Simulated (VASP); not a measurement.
# Ge2Sb2O (P4/mmm) in VASP: further runs, part 2 of 3

VASP 6.6.1. The steps go on from the part before.

## Step 3: Single point, PBE

This run uses another cell than the first one, of 20.66 Å³/atom.

The input, INCAR:

```
SYSTEM = Ge2Sb2O
ALGO = Normal
EDIFF = 1E-6
ENCUT = 600
GGA = PE
GGA_COMPAT = .FALSE.
ISIF = 2
ISMEAR = 0
LASPH = .TRUE.
LCHARG = .FALSE.
LREAL = .FALSE.
LWAVE = .FALSE.
NBANDS = 30
NELM = 120
PREC = Accurate
SIGMA = 0.1
```

The input, KPOINTS:

```
k-points
0
G
  6 6 2
  0 0 0
```

The input, POSCAR:

```
Ge2Sb2O
1.0
    3.7831341273      0.0000000000      0.0000000000
    0.0000000000      3.7831341273      0.0000000000
    0.0000000000      0.0000000000      7.2186693302
Ge Sb O
2 2 1
Direct
    0.5000000000      0.5000000000      0.2085520589
    0.5000000000      0.5000000000      0.7914479411
    0.0000000000      0.0000000000      0.0000000000
    0.0000000000      0.0000000000      0.5000000000
    0.5000000000      0.5000000000      0.5000000000
```

Potentials or basis: VASP PAW PBE potentials, release 64 (Ge_d, Sb, O).

Command:

```
cat potpaw_PBE.64/Ge_d/POTCAR potpaw_PBE.64/Sb/POTCAR potpaw_PBE.64/O/POTCAR > POTCAR
mpirun -np 1 vasp_std > vasp.out
```

OUTCAR:

```text
SYSTEM = Ge2Sb2O
   EDIFF = 1E-6
   ENCUT = 600
   GGA = PE
   ISIF = 2
   ISMEAR = 0
   LASPH = .TRUE.
   LREAL = .FALSE.
   NELM = 120
   PREC = Accurate

 ion  position               nearest neighbor table
   1  0.500  0.500  0.209-   5 2.10   3 3.07   3 3.07   3 3.07   3 3.07
   2  0.500  0.500  0.791-   5 2.10   3 3.07   3 3.07   3 3.07   3 3.07
   3  0.000  0.000  0.000-   1 3.07   2 3.07   1 3.07   2 3.07   1 3.07   2 3.07   1 3.07   2 3.07
                             4 3.61   4 3.61
   4  0.000  0.000  0.500-   5 2.68   5 2.68   5 2.68   5 2.68   3 3.61   3 3.61
   5  0.500  0.500  0.500-   1 2.10   2 2.10   4 2.68   4 2.68   4 2.68   4 2.68

  LATTYP: Found a simple tetragonal cell.
 ALAT       =     3.7831341273
 C/A-ratio  =     1.9081187944

  Lattice vectors:

 A1 = (   3.7831341273,   0.0000000000,   0.0000000000)
 A2 = (   0.0000000000,   3.7831341273,   0.0000000000)
 A3 = (   0.0000000000,   0.0000000000,   7.2186693302)

Analysis of symmetry for initial positions (statically):
=====================================================================
 Subroutine PRICEL returns:
 Original cell was already a primitive cell.

 Routine SETGRP: Setting up the symmetry group for a
 simple tetragonal supercell.

 Subroutine GETGRP returns: Found 16 space group operations
 (whereof 16 operations were pure point group operations)
 out of a pool of 16 trial point group operations.

The static configuration has the point symmetry D_4h.

Analysis of symmetry for dynamics (positions and initial velocities):
=====================================================================
 Subroutine PRICEL returns:
 Original cell was already a primitive cell.

 Routine SETGRP: Setting up the symmetry group for a
 simple tetragonal supercell.

 Subroutine GETGRP returns: Found 16 space group operations
 (whereof 16 operations were pure point group operations)
 out of a pool of 16 trial point group operations.
[... 120 lines left out ...]
   IMIX   =      4    mixing-type and parameters
     AMIX     =   0.40;   BMIX     =  1.00
     AMIX_MAG =   1.60;   BMIX_MAG =  1.00
  volume/ion in A,a.u.               =      20.66       139.44
  Fermi-wavevector in a.u.,A,eV,Ry     =   1.231702  2.327579 20.641247  1.517089
  Thomas-Fermi vector in A             =   2.366501
   LORBIT       =      0    0 simple, 1 ext, 2 COOP (PROOUT), +10 PAW based schemes
   GGA     = PE    functional components
   LHFCALC =     F    Hartree Fock is set to
   AEXX    =    0.0000 exact exchange contribution
   IVDW    =     0    specifies the selected vdW correction
   LEPSILON=     F    determine dielectric tensor
   LRPA    =     F    only Hartree local field effects (RPA)
 non-spin polarized calculation
 Gauss-broadening in eV      SIGMA  =   0.10
  energy-cutoff  :      600.00
  volume of cell :      103.31
 maximum number of plane-waves:      3484
   NGX = 15   NGY = 15   NGZ = 29

 number of electron      43.9999971 magnetization

 Free energy of the ion-electron system (eV)
  ---------------------------------------------------
  ext. energy  EPLUGINS =         0.00000000
  ---------------------------------------------------
  free energy    TOTEN  =       -22.03164614 eV

  energy without entropy =      -22.02174698  energy(sigma->0) =      -22.02669656

 E-fermi :   7.1875     XC(G=0): -10.5253

 val. band max:        7.1026676883   @ k =   0.5000   0.0000   0.0000
 cond. band min:       7.2079589660   @ k =   0.3333   0.0000   0.5000
 fundamental gap:      0.1052912777
 Fermi energy:         7.1875073671

 k-point     1 :       0.0000    0.0000    0.0000
  band No.  band energies     occupation
      1     -17.7967      2.00000
      2     -17.7378      2.00000
      3     -17.7378      2.00000
      4     -17.7291      2.00000
      5     -17.7264      2.00000
      6     -17.7245      2.00000
[... 649 lines left out ...]
     29      10.3540      0.00000
     30      12.0048      0.00000

------------------------ aborting loop because EDIFF is reached ----------------------------------------

  FORCE on cell =-STRESS in cart. coord.  units (eV):
  Direction    XX          YY          ZZ          XY          YZ          ZX
  --------------------------------------------------------------------------------------
  -------------------------------------------------------------------------------------
  Total       -0.1680543     -0.1680543     -0.1078355      0.0000000     -0.0000000      0.0000000
  in kB       -2.6061516     -2.6061516     -1.6722910      0.0000000     -0.0000000      0.0000000
  external PRESSURE =      -2.2948647 kB  Pullay stress =       0.0000000 kB

 VOLUME and BASIS-vectors are now :
 -----------------------------------------------------------------------------
  energy-cutoff  :      600.00
  volume of cell :      103.31
      direct lattice vectors                 reciprocal lattice vectors
     3.783134127  0.000000000  0.000000000     0.264331099  0.000000000  0.000000000
     0.000000000  3.783134127  0.000000000     0.000000000  0.264331099  0.000000000
     0.000000000  0.000000000  7.218669330     0.000000000  0.000000000  0.138529687

 POSITION                                       TOTAL-FORCE (eV/Angst)
 -----------------------------------------------------------------------------------
      1.89157      1.89157      1.50547         0.000000     -0.000000     -0.014550
      1.89157      1.89157      5.71320         0.000000      0.000000      0.014550
      0.00000      0.00000      0.00000         0.000000      0.000000      0.000000
      0.00000      0.00000      3.60933         0.000000      0.000000      0.000000
      1.89157      1.89157      3.60933         0.000000      0.000000      0.000000
 -----------------------------------------------------------------------------------
    total drift:                                0.000000      0.000000      0.000000

  FREE ENERGIE OF THE ION-ELECTRON SYSTEM (eV)
  ---------------------------------------------------
  free  energy   TOTEN  =       -22.0316461417 eV

  energy  without entropy=      -22.0217469844  energy(sigma->0) =      -22.02669656
```

stdout:

```text
POSCAR found type information on POSCAR GeSbO
 POSCAR found :  3 types and       5 ions
 scaLAPACK will be used
 LDA part: xc-table for (Slater+PW92), standard interpolation
 POSCAR, INCAR and KPOINTS ok, starting setup
 FFT: planning ... GRIDC
 FFT: planning ... GRID_SOFT
 FFT: planning ... GRID
 WAVECAR not read
 entering main loop
```

Run time: 54 s. Hardware: 1 thread of Intel Xeon 6975P-C (Granite Rapids), shared host; peak memory 0.25 GiB.

What came out:

```yaml
Free_energy: -22.0316 eV
Pressure: -0.2 GPa
Largest_force: 0.015 eV/Å
Band_gap_on_the_k_mesh: zero (bands 22 and 23 overlap by 2.51 eV)
```

Forces on the atoms (eV/Å):
```
Ge   0.000  0.000 -0.015
Ge   0.000  0.000  0.015
Sb   0.000  0.000  0.000
Sb   0.000  0.000  0.000
O    0.000  0.000  0.000
```

Caveat: the k points lie up to 0.44 Å⁻¹ apart, too coarse for converged energies and pressures of a metal; spin-orbit coupling is left out, which moves the levels of the heavy elements.

## Step 4: Single point, PBE

This run uses another cell than the first one, of 21.08 Å³/atom.

The input, INCAR:

```
ALGO     = Normal         # electronic algorithm
EDIFF    = 1E-6           # SCF threshold, eV
ENCUT    = 600            # plane-wave cutoff, eV
GGA      = PE             # functional
GGA_COMPAT= F            
ISIF     = 2              # what is computed and relaxed
ISMEAR   = 0              # smearing method
LASPH    = T              # aspherical terms in the spheres
LCHARG   = F              # write CHGCAR
LREAL    = F              # projectors in reciprocal space
LWAVE    = F              # write WAVECAR
NBANDS   = 30             # bands
NELM     = 120            # most SCF steps
PREC     = Accurate       # precision mode
SIGMA    = 0.1            # smearing width, eV
```

The input, KPOINTS:

```
k-points
0
Gamma
  6 6 2
```

The input, POSCAR:

```
Ge2Sb2O
1.0
    3.3746837814      0.0000000000      0.0000000000
    0.0000000000      3.3746837814      0.0000000000
    0.0000000000      0.0000000000      9.2538309985
Ge Sb O
2 2 1
Direct
    0.5000000000      0.5000000000      0.2166801045
    0.5000000000      0.5000000000      0.7833198955
    0.0000000000      0.0000000000      0.0000000000
    0.0000000000      0.0000000000      0.5000000000
    0.5000000000      0.5000000000      0.5000000000
```

Potentials or basis: VASP PAW PBE potentials, release 64 (Ge_d, Sb, O).

Command:

```
cat potpaw_PBE.64/Ge_d/POTCAR potpaw_PBE.64/Sb/POTCAR potpaw_PBE.64/O/POTCAR > POTCAR
mpirun -np 1 vasp_std > vasp.out
```

OUTCAR:

```text
EDIFF = 1E-6
   ENCUT = 600
   GGA = PE
   ISIF = 2
   ISMEAR = 0
   LASPH = T
   LREAL = F
   NELM = 120
   PREC = Accurate

 ion  position               nearest neighbor table
   1  0.500  0.500  0.217-   3 3.12   3 3.12   3 3.12   3 3.12
   2  0.500  0.500  0.783-   3 3.12   3 3.12   3 3.12   3 3.12
   3  0.000  0.000  0.000-   1 3.12   2 3.12   1 3.12   2 3.12   1 3.12   2 3.12   1 3.12   2 3.12

   4  0.000  0.000  0.500-   5 2.39   5 2.39   5 2.39   5 2.39
   5  0.500  0.500  0.500-   4 2.39   4 2.39   4 2.39   4 2.39

  LATTYP: Found a simple tetragonal cell.
 ALAT       =     3.3746837814
 C/A-ratio  =     2.7421327739

  Lattice vectors:

 A1 = (   3.3746837814,   0.0000000000,   0.0000000000)
 A2 = (   0.0000000000,   3.3746837814,   0.0000000000)
 A3 = (   0.0000000000,   0.0000000000,   9.2538309985)

Analysis of symmetry for initial positions (statically):
=====================================================================
 Subroutine PRICEL returns:
[... 171 lines left out ...]
  energy without entropy =      -21.82983968  energy(sigma->0) =      -21.83724095

 E-fermi :   6.8350     XC(G=0): -10.4216

 val. band max:        6.8154869842   @ k =   0.5000   0.1667   0.5000
 cond. band min:       6.8381407320   @ k =   0.5000   0.5000   0.5000
 fundamental gap:      0.0226537478
 Fermi energy:         6.8349730229

 k-point     1 :       0.0000    0.0000    0.0000
  band No.  band energies     occupation
      1     -17.9919      2.00000
      2     -17.9878      2.00000
      3     -17.9713      2.00000
      4     -17.9713      2.00000
      5     -17.9704      2.00000
      6     -17.9704      2.00000
[... 649 lines left out ...]
     29      10.6491      0.00000
     30      10.6491      0.00000

------------------------ aborting loop because EDIFF is reached ----------------------------------------

  FORCE on cell =-STRESS in cart. coord.  units (eV):
  Direction    XX          YY          ZZ          XY          YZ          ZX
  --------------------------------------------------------------------------------------
  -------------------------------------------------------------------------------------
  Total       -0.4372756     -0.4372756      0.0646946      0.0000000      0.0000000      0.0000000
  in kB       -6.6478016     -6.6478016      0.9835368      0.0000000      0.0000000      0.0000000
  external PRESSURE =      -4.1040221 kB  Pullay stress =       0.0000000 kB

 VOLUME and BASIS-vectors are now :
 -----------------------------------------------------------------------------
  energy-cutoff  :      600.00
  volume of cell :      105.39
      direct lattice vectors                 reciprocal lattice vectors
     3.374683781  0.000000000  0.000000000     0.296324060  0.000000000  0.000000000
     0.000000000  3.374683781  0.000000000     0.000000000  0.296324060  0.000000000
     0.000000000  0.000000000  9.253830998     0.000000000  0.000000000  0.108063352

 POSITION                                       TOTAL-FORCE (eV/Angst)
 -----------------------------------------------------------------------------------
      1.68734      1.68734      2.00512         0.000000      0.000000      0.017474
      1.68734      1.68734      7.24871         0.000000      0.000000     -0.017474
      0.00000      0.00000      0.00000         0.000000      0.000000     -0.000000
      0.00000      0.00000      4.62692         0.000000      0.000000     -0.000000
      1.68734      1.68734      4.62692         0.000000      0.000000     -0.000000
 -----------------------------------------------------------------------------------
    total drift:                                0.000000      0.000000     -0.000000

  FREE ENERGIE OF THE ION-ELECTRON SYSTEM (eV)
  ---------------------------------------------------
  free  energy   TOTEN  =       -21.8446422212 eV

  energy  without entropy=      -21.8298396791  energy(sigma->0) =      -21.83724095
```

OSZICAR:

```text
N       E                     dE             d eps       ncg     rms          rms(c)
DAV:   1     0.438350811397E+03    0.43835E+03   -0.21529E+04  1446   0.311E+03
DAV:   2     0.522339788000E+02   -0.38612E+03   -0.37239E+03  1262   0.804E+02
DAV:   3    -0.190963269515E+02   -0.71330E+02   -0.69180E+02  1386   0.182E+02
DAV:   4    -0.235437126686E+02   -0.44474E+01   -0.43885E+01  1456   0.528E+01
DAV:   5    -0.236563746726E+02   -0.11266E+00   -0.11258E+00  1266   0.919E+00    0.863E+00
DAV:   6    -0.220798280157E+02    0.15765E+01   -0.87489E+00  1376   0.169E+01    0.544E+00
DAV:   7    -0.218558038403E+02    0.22402E+00   -0.21084E+00  1274   0.618E+00    0.177E+00
DAV:   8    -0.218490001961E+02    0.68036E-02   -0.20978E-01  1258   0.219E+00    0.729E-01
DAV:   9    -0.218448287707E+02    0.41714E-02   -0.16018E-02  1604   0.710E-01    0.182E-01
DAV:  10    -0.218445963559E+02    0.23241E-03   -0.33104E-03  1376   0.356E-01    0.681E-02
DAV:  11    -0.218446402571E+02   -0.43901E-04   -0.29775E-04  1288   0.108E-01    0.297E-02
DAV:  12    -0.218446453757E+02   -0.51186E-05   -0.87347E-05  1136   0.440E-02    0.141E-02
DAV:  13    -0.218446425561E+02    0.28195E-05   -0.12049E-05  1118   0.193E-02    0.385E-03
DAV:  14    -0.218446422212E+02    0.33493E-06   -0.14057E-06   890   0.678E-03
   1 F= -.21844642E+02 E0= -.21837241E+02  d E =-.148025E-01
```

Wall time 56 s (1 thread of Intel Xeon 6975P-C (Granite Rapids), shared host); peak memory 0.27 GiB.

Results:

| Quantity | Value |
| --- | --- |
| Free energy | -21.8446 eV |
| Pressure | -0.4 GPa |
| Largest force | 0.017 eV/Å |
| Band gap on the k mesh | zero (bands 22 and 23 overlap by 2.28 eV) |

Forces on the atoms (eV/Å):
```
Ge   0.000  0.000  0.017
Ge   0.000  0.000 -0.017
Sb   0.000  0.000  0.000
Sb   0.000  0.000  0.000
O    0.000  0.000  0.000
```

Levels at points of the mesh, in eV from the Fermi level:
| k point | band 19 | band 20 | band 21 | band 22 | band 23 | band 24 | band 25 | band 26 |
| --- | --- | --- | --- | --- | --- | --- | --- | --- |
| (0.00, 0.00, 0.00) | -0.57 | 0.73 | 0.73 | 1.26 | 1.68 | 2.95 | 2.95 | 4.91 |
| (0.50, 0.00, 0.00) | -3.63 | -1.54 | -0.91 | -0.41 | -0.27 | 1.97 | 3.11 | 3.49 |
| (0.50, 0.50, 0.00) | -4.28 | -3.34 | -1.74 | -1.74 | -1.01 | 0.14 | 0.92 | 1.01 |
| (0.00, 0.00, 0.50) | -1.44 | 0.26 | 0.71 | 0.71 | 2.98 | 2.98 | 3.44 | 4.21 |
| (0.50, 0.00, 0.50) | -2.92 | -1.81 | -1.21 | -1.03 | 1.79 | 1.89 | 3.15 | 3.24 |
| (0.50, 0.50, 0.50) | -4.34 | -3.71 | -1.49 | -1.49 | -0.43 | 0.00 | 0.69 | 0.69 |

Caveat: spin-orbit coupling is left out, which moves the levels of the heavy elements.

[end of part 2 of 3]

The gap in the log of VASP goes by the Fermi energy; the results here count the filled bands.